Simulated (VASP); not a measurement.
# KTaO3 (P4/mmm) in VASP: a series of runs

KTaO3 is run at these levels: PBE; tasks: single point.

Program: VASP 6.6.1. These are calculated values, not measurements. Logs are shortened: lines on timing, memory, paths and dates and some standing lists are left out, and cuts for length are marked.

## Step 1: The cell of the first run

The structure is tetragonal, space group P4/mmm (No. 123). The conventional cell has a = 3.988 Å, b = 3.988 Å, c = 3.589 Å, α = 90.00°, β = 90.00°, γ = 90.00°. K (site symmetry 4/mmm) has 12 O at 2.68 to 2.82 Å and 8 Ta at 3.34 Å within 3.5 Å. Ta (site symmetry 4/mmm) has 6 O at 1.79 to 1.99 Å within 2.4 Å. Within 2.4 Å of O (site symmetry 4/mmm) lie 2 Ta at 1.79 Å. Within 2.6 Å of O (site symmetry mmm) lie 2 Ta at 1.99 Å.

## Step 2: Single point, PBE (strain -0.1000 x Voigt [1, 0, 0, 0, 0, 0])

INCAR

```
SYSTEM = KTaO3
PREC     = Accurate       ! precision mode
ENCUT    = 520            ! plane-wave cutoff, eV
EDIFF    = 1E-6           ! SCF threshold, eV
ISMEAR   = 0              ! smearing method
SIGMA    = 0.05           ! smearing width, eV
LREAL    = .False.        ! projectors in reciprocal space
LASPH    = .True.         ! aspherical terms in the spheres
NELM     = 80             ! most SCF steps
ALGO     = Normal         ! electronic algorithm
ISIF     = 2              ! what is computed and relaxed
LWAVE    = .False.        ! write WAVECAR
LCHARG   = .False.        ! write CHGCAR
GGA      = PE             ! functional
NBANDS   = 27             ! bands
```

KPOINTS

```
regular mesh
0
Gamma
  8 8 8
  0 0 0
```

POSCAR

```
KTaO3
1.0
    3.5894700000      0.0000000000      0.0000000000
    0.0000000000      3.9883000000      0.0000000000
    0.0000000000      0.0000000000      3.9883000000
K Ta O
1 1 3
Direct
    0.5000000000      0.5000000000      0.5000000000
    0.0000000000      0.0000000000      0.0000000000
    0.5000000000      0.0000000000      0.0000000000
    0.0000000000      0.5000000000      0.0000000000
    0.0000000000      0.0000000000      0.5000000000
```

Potentials or basis: VASP PAW PBE potentials, release 64 (K_sv, Ta_pv, O).

On the command line:

```console
> cat potpaw_PBE.64/K_sv/POTCAR potpaw_PBE.64/Ta_pv/POTCAR potpaw_PBE.64/O/POTCAR > POTCAR
> mpirun -np 1 vasp_std > vasp.out
```

OUTCAR:

```text
SYSTEM = KTaO3
   PREC = Accurate
   ENCUT = 520
   EDIFF = 1E-6
   ISMEAR = 0
   LREAL = .False.
   LASPH = .True.
   NELM = 80
   ISIF = 2
   GGA = PE

 ion  position               nearest neighbor table
   1  0.500  0.500  0.500-   4 2.68   5 2.68   4 2.68   5 2.68   4 2.68   5 2.68   4 2.68   5 2.68
                             3 2.82   3 2.82   3 2.82   3 2.82   2 3.34   2 3.34   2 3.34   2 3.34
   2  0.000  0.000  0.000-   3 1.79   3 1.79   5 1.99   5 1.99   4 1.99   4 1.99   1 3.34   1 3.34
                             1 3.34   1 3.34   1 3.34   1 3.34   1 3.34   1 3.34
   3  0.500  0.000  0.000-   2 1.79   2 1.79   1 2.82   1 2.82   1 2.82   1 2.82
   4  0.000  0.500  0.000-   2 1.99   2 1.99   1 2.68   1 2.68   1 2.68   1 2.68
   5  0.000  0.000  0.500-   2 1.99   2 1.99   1 2.68   1 2.68   1 2.68   1 2.68

  LATTYP: Found a simple tetragonal cell.
 ALAT       =     3.9883000000
 C/A-ratio  =     0.9000000000

  Lattice vectors:

 A1 = (   0.0000000000,   3.9883000000,   0.0000000000)
 A2 = (   0.0000000000,   0.0000000000,   3.9883000000)
 A3 = (   3.5894700000,   0.0000000000,   0.0000000000)

Analysis of symmetry for initial positions (statically):
=====================================================================
 Subroutine PRICEL returns:
 Original cell was already a primitive cell.

 Routine SETGRP: Setting up the symmetry group for a
 simple tetragonal supercell.

 Subroutine GETGRP returns: Found 16 space group operations
 (whereof 16 operations were pure point group operations)
 out of a pool of 16 trial point group operations.

The static configuration has the point symmetry D_4h.

Analysis of symmetry for dynamics (positions and initial velocities):
=====================================================================
 Subroutine PRICEL returns:
 Original cell was already a primitive cell.

 Routine SETGRP: Setting up the symmetry group for a
 simple tetragonal supercell.

 Subroutine GETGRP returns: Found 16 space group operations
 (whereof 16 operations were pure point group operations)
 out of a pool of 16 trial point group operations.

The dynamic configuration has the point symmetry D_4h.

 Subroutine INISYM returns: Found 16 space group operations
 (whereof 16 operations are pure point group operations),
 and found     1 'primitive' translations

----------------------------------------------------------------------------------------

                                     Primitive cell

  volume of cell :      57.0960

  direct lattice vectors                    reciprocal lattice vectors
     3.589470000  0.000000000  0.000000000     0.278592661  0.000000000  0.000000000
     0.000000000  3.988300000  0.000000000     0.000000000  0.250733395  0.000000000
     0.000000000  0.000000000  3.988300000     0.000000000  0.000000000  0.250733395

  length of vectors
     3.589470000  3.988300000  3.988300000     0.278592661  0.250733395  0.250733395

  position of ions in fractional coordinates (direct lattice)
     0.500000000  0.500000000  0.500000000
     0.000000000  0.000000000  0.000000000
     0.500000000  0.000000000  0.000000000
     0.000000000  0.500000000  0.000000000
     0.000000000  0.000000000  0.500000000

  ion indices of the primitive-cell ions
   primitive index   ion index
                 1           1
                 2           2
                 3           3
                 4           4
                 5           5

----------------------------------------------------------------------------------------

 KPOINTS: regular mesh

Automatic generation of k-mesh.
 Grid dimensions read from file:
 generate k-points for:    8    8    8

 Generating k-lattice:

  Cartesian coordinates                     Fractional coordinates (reciprocal lattice)
     0.034824083  0.000000000  0.000000000     0.125000000  0.000000000  0.000000000
     0.000000000  0.031341674  0.000000000     0.000000000  0.125000000  0.000000000
     0.000000000  0.000000000  0.031341674     0.000000000  0.000000000  0.125000000

  Length of vectors
     0.034824083  0.031341674  0.031341674

  Shift w.r.t. Gamma in fractional coordinates (k-lattice)
     0.000000000  0.000000000  0.000000000

 Subroutine IBZKPT returns following result:
 ===========================================

 Found     75 irreducible k-points:

 Following reciprocal coordinates:
            Coordinates               Weight
  0.000000  0.000000  0.000000      1.000000
  0.125000  0.000000  0.000000      2.000000
  0.250000  0.000000  0.000000      2.000000
  0.375000  0.000000  0.000000      2.000000
  0.500000  0.000000  0.000000      1.000000
  0.000000  0.125000  0.000000      4.000000
[... 16 lines left out ...]
  0.250000  0.500000  0.000000      4.000000
  0.375000  0.500000  0.000000      4.000000
 [... further k-points ...]
   k-points           NKPTS =     75   k-points in BZ     NKDIM =     75   number of bands    NBANDS=     27
   number of dos      NEDOS =    301   number of ions     NIONS =      5
   total plane-waves  NPLWV =  25200
   dimension x,y,z NGX =    28 NGY =   30 NGZ =   30
   dimension x,y,z NGXF=    56 NGYF=   60 NGZF=   60
   ions per type =               1   1   3
   NGX,Y,Z   is equivalent  to a cutoff of  12.97, 12.51, 12.51 a.u.
   NGXF,Y,Z  is equivalent  to a cutoff of  25.94, 25.01, 25.01 a.u.
 SYSTEM =  KTaO3
   PREC   = accura    normal or accurate (medium, high low for compatibility)
   ISTART =      0    job   : 0-new  1-cont  2-samecut
   ICHARG =      2    charge: 1-file 2-atom 10-const
   ISPIN  =      1    spin polarized calculation?
   LNONCOLLINEAR =      F non collinear calculations
   LSORBIT =      F    spin-orbit coupling
   LASPH  =      T    aspherical Exc in radial PAW
   ENCUT  =  520.0 eV  38.22 Ry    6.18 a.u.   6.67  7.42  7.42*2*pi/ulx,y,z
   NELM   =     80;   NELMIN=  2; NELMDL= -5     # of ELM steps
   EDIFF  = 0.1E-05   stopping-criterion for ELM
   LREAL  =      F    real-space projection
   EDIFFG = 0.1E-04   stopping-criterion for IOM
   NSW    =      0    number of steps for IOM
   IBRION =     -1    ionic relax: 0-MD 1-quasi-New 2-CG
   NFREE  =      0    steps in history (QN), initial steepest desc. (CG)
   ISIF   =      2    stress and relaxation
   ISYM   =      2    0-nonsym 1-usesym 2-fastsym
   POTIM  = 0.5000    time-step for ionic-motion
   TEBEG  =    0.0;   TEEND  =   0.0 temperature during run
   PSTRESS=    0.0 pullay stress
   NELECT =      38.0000    total number of electrons
   NUPDOWN=      -1.0000    fix difference up-down
   EMIN   =  10.00;   EMAX   =-10.00  energy-range for DOS
   EFERMI =   0.00;   METHOD = LEGACY
   ISMEAR =     0;   SIGMA  =   0.05  broadening in eV -4-tet -1-fermi 0-gaus
   EFERMI_NEDOS =   21; number of points for ismear=-14 and -15
   IALGO  =     38    algorithm
   IMIX   =      4    mixing-type and parameters
     AMIX     =   0.40;   BMIX     =  1.00
     AMIX_MAG =   1.60;   BMIX_MAG =  1.00
  volume/ion in A,a.u.               =      11.42        77.06
  Fermi-wavevector in a.u.,A,eV,Ry     =   1.429335  2.701052 27.796684  2.042999
  Thomas-Fermi vector in A             =   2.549300
   LORBIT       =      0    0 simple, 1 ext, 2 COOP (PROOUT), +10 PAW based schemes
   GGA     = PE    functional components
   LHFCALC =     F    Hartree Fock is set to
   AEXX    =    0.0000 exact exchange contribution
   IVDW    =     0    specifies the selected vdW correction
   LEPSILON=     F    determine dielectric tensor
   LRPA    =     F    only Hartree local field effects (RPA)
 non-spin polarized calculation
 Gauss-broadening in eV      SIGMA  =   0.05
  energy-cutoff  :      520.00
  volume of cell :       57.10
 maximum number of plane-waves:      1565
 NGX is ok and might be reduce to    28
   NGX = 13   NGY = 15   NGZ = 15

 number of electron      37.9999990 magnetization

 Free energy of the ion-electron system (eV)
  ---------------------------------------------------
  ext. energy  EPLUGINS =         0.00000000
  ---------------------------------------------------
  free energy    TOTEN  =       -39.42956450 eV

  energy without entropy =      -39.42956450  energy(sigma->0) =      -39.42956450

 E-fermi :   2.8225     XC(G=0): -11.4291

 val. band max:        2.6142395640   @ k =   0.5000   0.5000   0.5000
 cond. band min:       4.7932440689   @ k =   0.0000   0.0000   0.0000
 fundamental gap:      2.1790045049
 Fermi energy:         2.8225257024

 k-point     1 :       0.0000    0.0000    0.0000
  band No.  band energies     occupation
      1     -31.3923      2.00000
      2     -31.0154      2.00000
      3     -31.0154      2.00000
      4     -24.6662      2.00000
      5     -16.1621      2.00000
      6     -14.5382      2.00000
[... 19 lines left out ...]
     26      11.0039      0.00000
     27      12.0597      0.00000

 k-point     2 :       0.1250    0.0000    0.0000
  band No.  band energies     occupation
      1     -31.4438      2.00000
      2     -31.0130      2.00000
      3     -31.0130      2.00000
      4     -24.6547      2.00000
      5     -15.8529      2.00000
      6     -14.5585      2.00000
[... 19 lines left out ...]
     26      11.2965      0.00000
     27      12.7002      0.00000

 k-point     3 :       0.2500    0.0000    0.0000
  band No.  band energies     occupation
      1     -31.5648      2.00000
      2     -31.0072      2.00000
      3     -31.0072      2.00000
      4     -24.6273      2.00000
      5     -15.0913      2.00000
      6     -14.5385      2.00000
[... 19 lines left out ...]
     26      12.0135      0.00000
     27      13.4375      0.00000

 k-point     4 :       0.3750    0.0000    0.0000
  band No.  band energies     occupation
      1     -31.6813      2.00000
      2     -31.0014      2.00000
      3     -31.0014      2.00000
      4     -24.6000      2.00000
      5     -14.8170      2.00000
      6     -14.1213      2.00000
[... 19 lines left out ...]
     26      12.7531      0.00000
     27      13.0007      0.00000
[... 516 lines left out ...]
      4     -24.6163      2.00000
      5     -15.8834      2.00000
      6     -14.4421      2.00000
[... 19 lines left out ...]
     26      13.6554      0.00000
     27      13.6690      0.00000

 k-point    23 :       0.2500    0.5000    0.0000
  band No.  band energies     occupation
      1     -31.5600      2.00000
      2     -31.1054      2.00000
      3     -31.0034      2.00000
      4     -24.6000      2.00000
      5     -15.0650      2.00000
      6     -14.3511      2.00000
[... 19 lines left out ...]
     26      13.5931      0.00000
     27      13.8375      0.00000

 k-point    24 :       0.3750    0.5000    0.0000
  band No.  band energies     occupation
      1     -31.6757      2.00000
      2     -31.0984      2.00000
      3     -30.9976      2.00000
      4     -24.5836      2.00000
      5     -14.4492      2.00000
      6     -13.8736      2.00000
[... 19 lines left out ...]
     26      14.1503      0.00000
     27      14.4954      0.00000

 [... further k-points ...]
[... 5 lines left out ...]
  --------------------------------------------------------------------------------------
  -------------------------------------------------------------------------------------
  Total       31.1315091      6.1099846      6.1099846      0.0000000      0.0000000     -0.0000000
  in kB      873.5842398    171.4528593    171.4528593      0.0000000      0.0000000     -0.0000000
  external PRESSURE =     405.4966528 kB  Pullay stress =       0.0000000 kB

 VOLUME and BASIS-vectors are now :
 -----------------------------------------------------------------------------
  energy-cutoff  :      520.00
  volume of cell :       57.10
      direct lattice vectors                 reciprocal lattice vectors
     3.589470000  0.000000000  0.000000000     0.278592661  0.000000000  0.000000000
     0.000000000  3.988300000  0.000000000     0.000000000  0.250733395  0.000000000
     0.000000000  0.000000000  3.988300000     0.000000000  0.000000000  0.250733395

 POSITION                                       TOTAL-FORCE (eV/Angst)
 -----------------------------------------------------------------------------------
      1.79473      1.99415      1.99415         0.000000      0.000000      0.000000
      0.00000      0.00000      0.00000         0.000000      0.000000      0.000000
      1.79473      0.00000      0.00000         0.000000      0.000000      0.000000
      0.00000      1.99415      0.00000         0.000000      0.000000      0.000000
      0.00000      0.00000      1.99415         0.000000      0.000000      0.000000
 -----------------------------------------------------------------------------------
    total drift:                                0.000000      0.000000     -0.000000

  FREE ENERGIE OF THE ION-ELECTRON SYSTEM (eV)
  ---------------------------------------------------
  free  energy   TOTEN  =       -39.4295645017 eV

  energy  without entropy=      -39.4295645017  energy(sigma->0) =      -39.42956450
```

It took 50 s on 1 thread of Intel Xeon 6975P-C (Granite Rapids), shared host; peak memory 0.24 GiB.

Results:

```
Free energy            : -39.4296 eV
Pressure               : 40.5 GPa
Band gap on the k mesh : 2.18 eV, indirect (least direct gap 2.51 eV)
```

Levels at points of the mesh, in eV from the valence-band top:
| k point | band 17 | band 18 | band 19 | band 20 | band 21 | band 22 |
| --- | --- | --- | --- | --- | --- | --- |
| (0.00, 0.00, 0.00) | -0.59 | -0.59 | -0.33 | 2.18 | 2.40 | 2.40 |
| (0.50, 0.00, 0.00) | -1.73 | -0.80 | -0.80 | 2.54 | 6.87 | 6.87 |
| (0.00, 0.50, 0.00) | -1.73 | -0.98 | -0.56 | 2.55 | 5.17 | 5.18 |
| (0.50, 0.50, 0.00) | -1.34 | -1.21 | -0.22 | 5.28 | 6.87 | 7.84 |
| (0.00, 0.50, 0.50) | -2.41 | -1.00 | -0.10 | 5.22 | 5.22 | 6.47 |
| (0.50, 0.50, 0.50) | -0.09 | -0.09 | 0.00 | 6.75 | 8.02 | 8.02 |

Caveat: the cell differs from its parent crystal (strain -0.1000 x Voigt [1, 0, 0, 0, 0, 0]); spin-orbit coupling is left out, which moves the levels of the heavy elements.

(Part 1 of 2 ends here.)
